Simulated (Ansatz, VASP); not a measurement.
F in VASP and in Ansatz

INCAR

```
ALGO     = Normal         # electronic algorithm
EDIFF    = 1E-7           # SCF threshold, eV
ENCUT    = 520            # plane-wave cutoff, eV
GGA      = PE             # functional
ISIF     = 2              # what is computed and relaxed
ISMEAR   = -1             # smearing method
LASPH    = True           # aspherical terms in the spheres
LCHARG   = True           # write CHGCAR
LELF     = True           # ELF
LREAL    = False          # projectors in reciprocal space
LVHAR    = True         
LWAVE    = False          # write WAVECAR
NBANDS   = 14             # bands
NELM     = 60             # most SCF steps
PREC     = Accurate       # precision mode
SIGMA    = 0.08           # smearing width, eV
```

File KPOINTS:

```
k-points
0
Gamma
  19 19 10
```

The input POSCAR:

```
F
1.0
    2.9034933393      0.0000000000      0.0000000000
   -1.4517466697      2.5144989916      0.0000000000
    0.0000000000      0.0000000000      2.9206669336
F
2
Direct
    0.3333333333      0.6666666667      0.2500000000
    0.6666666667      0.3333333333      0.7500000000
```

Input for Ansatz:

```yaml
crystal:
  lattice:
    - [2.9034933393, 0.0, 0.0]
    - [-1.4517466697, 2.5144989916, 0.0]
    - [0.0, 0.0, 2.9206669336]
  atoms:
    - { symbol: F, position: [0.3333333333, 0.6666666667, 0.25] }
    - { symbol: F, position: [0.6666666667, 0.3333333333, 0.75] }
kpoints:
  mp_grid: { grid: [19, 19, 10] }
  band_path:
    path:
      - [0.0, 0.0, 0.0]
      - [0.5, 0.0, 0.0]
      - [0.3333333333, 0.3333333333, 0.0]
      - [0.0, 0.0, 0.0]
      - [0.0, 0.0, 0.5]
      - [0.5, 0.0, 0.5]
      - [0.3333333333, 0.3333333333, 0.5]
      - [0.0, 0.0, 0.5]
      - [0.5, 0.0, 0.5]
    npoints: 8
scf:
  occupations: { method: fermi_dirac, width: 0.08 }
hamiltonian:
  xc: pbe
  pseudopotentials: { kind: all_electron, lapw: { basis_error: 0.0005 } }
output:
  forces: true
  stress: true
  eigenvalues: true
  populations: true
  dos: { projected: true, de: 0.2, e_range: [-14, 8] }
```

Alike in both runs: task single point; functional PBE; k mesh 19 × 19 × 10; occupations fermi-dirac, width 0.08 eV; no spin polarisation.

|  | VASP | Ansatz |
| --- | --- | --- |
| version | VASP 6.6.1 | Ansatz 0.2.0 |
| potentials or method | VASP PAW PBE potentials, release 64 (F), cutoff 520 eV | all-electron LAPW, scalar-relativistic |

|  | VASP | Ansatz | Ansatz less VASP |
| --- | --- | --- | --- |
| pressure (GPa) | -0.7 | 0.0 | +0.68 |
| traceless stress, the component that is largest in VASP (GPa) | -0.04 | -0.05 | -0.009 |

Ansatz ran all-electron here, and VASP with PAW potentials.
